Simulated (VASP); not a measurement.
Wanted: the native input for a VASP 6.6.1 run.

```
Task                               : single point
Functional                         : PBE0
Potentials or basis                : VASP PAW PBE potentials, release 64 (C)
Cutoff                             : 520 eV
k mesh                             : 7 × 7 × 7
Occupations                        : fermi-dirac, width 0.05 eV
Spin                               : no spin polarisation
Dipole correction                  : no
Grid for exact exchange (PRECFOCK) : Normal
Further INCAR settings             : ALGO = Normal; EDIFF = 1e-06; NBANDS = 11
Share of exact exchange            : 0.25
```

The system is C.

```xyz
2
Lattice="0.0000 1.7714 1.7714 1.7714 0.0000 1.7714 1.7714 1.7714 0.0000" Properties=species:S:1:pos:R:3 pbc="T T T"
C     2.6571    2.6571    2.6571
C     1.7714    1.7714    1.7714
```

The input as run:

POSCAR

```
C
1.0
    0.0000000000      1.7714007132      1.7714007132
    1.7714007132      0.0000000000      1.7714007132
    1.7714007132      1.7714007132      0.0000000000
C
2
Direct
    0.7500000000      0.7500000000      0.7500000000
    0.5000000000      0.5000000000      0.5000000000
```

INCAR.step1

```
PREC     = Accurate       # precision mode
ENCUT    = 520            # plane-wave cutoff, eV
EDIFF    = 1E-5           # SCF threshold, eV
ISMEAR   = -1             # smearing method
SIGMA    = 0.05           # smearing width, eV
LREAL    = False          # projectors in reciprocal space
LASPH    = True           # aspherical terms in the spheres
NELM     = 60             # most SCF steps
ALGO     = Normal         # electronic algorithm
ISIF     = 2              # what is computed and relaxed
LWAVE    = True           # write WAVECAR
LCHARG   = False          # write CHGCAR
NBANDS   = 11             # bands
GGA      = PE             # functional
```

INCAR.step2

```
PREC     = Accurate       # precision mode
ENCUT    = 520            # plane-wave cutoff, eV
EDIFF    = 1E-6           # SCF threshold, eV
ISMEAR   = -1             # smearing method
SIGMA    = 0.05           # smearing width, eV
LREAL    = False          # projectors in reciprocal space
LASPH    = True           # aspherical terms in the spheres
NELM     = 60             # most SCF steps
ALGO     = Normal         # electronic algorithm
ISIF     = 2              # what is computed and relaxed
LWAVE    = False          # write WAVECAR
LCHARG   = False          # write CHGCAR
GGA      = PE             # functional
LHFCALC  = True           # exact exchange
AEXX     = 0.25           # exact-exchange fraction
PRECFOCK = Normal       
NBANDS   = 11             # bands
ISTART   = 1
```

KPOINTS

```
Automatic mesh
0
Gamma
  7 7 7
```

Potentials or basis: VASP PAW PBE potentials, release 64 (C).

Run with:

```bash
$ cat potpaw_PBE.64/C/POTCAR > POTCAR
$ cp INCAR.step1 INCAR
$ mpirun -np 1 vasp_std > vasp.out
$ cp INCAR.step2 INCAR
$ mpirun -np 1 vasp_std > vasp.out
```

Results of the run:

* Pressure: 1.8 GPa
* Band gap on the k mesh: 6.22 eV (least direct gap 7.79 eV)

Caveat: the k points lie up to 0.44 Å⁻¹ apart; the PAW data sets were made with another functional, which shifts forces and pressure a little; an odd mesh through Γ misses points on the zone boundary, where band edges can lie.

Wall time 3.8 min on 1 thread of Intel(R) Xeon(R) Platinum 8259CL CPU @ 2.50GHz (Skylake/Cascade Lake) (shared host), peak memory 0.12 GiB.
